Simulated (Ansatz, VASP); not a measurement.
# One calculation of Ce, two programs

```
CELL_PARAMETERS angstrom
0.00000 2.33904 2.33904
2.33904 0.00000 2.33904
2.33904 2.33904 0.00000
ATOMIC_POSITIONS crystal
Ce 0.00000 0.00000 0.00000
```

Alike in both runs: task single point; functional r2SCAN; k mesh 12 × 12 × 12; no spin polarisation.

```csv
,VASP,Ansatz
version,VASP 6.6.1,Ansatz 0.2.0
potentials or method,"VASP PAW PBE potentials, release 64 (Ce), cutoff 520 eV","plane waves (500 eV) with PAW, scalar-relativistic"
occupations,"methfessel-paxton of order 1, width 0.03 eV","cold, width 0.03 eV"
valence electrons in the cell,12,12
```

VASP gave:

* pressure (GPa): -0.7

Q: Estimate Ansatz's values.

A: Pressure (GPa): -0.5.

VASP's potentials were made for PBE, not for r2SCAN.

Neither program's run includes spin-orbit coupling.
